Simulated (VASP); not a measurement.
## BAs: single point with PBE+D3(BJ)

The system is BAs, a sheet with vacuum.

```xyz
2
Lattice="3.3751 0.0000 0.0000 -1.6876 2.9230 0.0000 0.0000 0.0000 23.8000" Properties=species:S:1:pos:R:3 pbc="T T T"
B     0.0000    1.9486    7.0000
As    1.6876    0.9743    7.0000
```

```yaml
Program: VASP 6.6.1
Task: single point
Functional: PBE
Dispersion: D3(BJ)
Potentials_or_basis: VASP PAW PBE potentials, release 64 (B, As)
Cutoff: 420 eV
k_mesh: 12 × 12 × 1
Occupations: gaussian, width 0.03 eV
Spin: no spin polarisation
```

```yaml
Band_gap_on_the_k_mesh: 0.74 eV
Dispersion_energy_per_atom: -0.131 eV
```

Levels at points of the mesh, in eV from the valence-band top:
| k point | band 1 | band 2 | band 3 | band 4 | band 5 | band 6 | band 7 | band 8 |
| --- | --- | --- | --- | --- | --- | --- | --- | --- |
| (0.00, 0.00, 0.00) | -13.86 | -3.96 | -1.52 | -1.52 | 3.60 | 3.89 | 4.63 | 4.84 |
| (0.50, 0.00, 0.00) | -11.44 | -8.24 | -3.60 | -1.05 | 1.44 | 2.52 | 7.48 | 8.09 |

Wall time 75 s on 1 thread of Intel(R) Xeon(R) Platinum 8559C (Emerald Rapids), with other jobs on the host, peak memory 0.29 GiB.
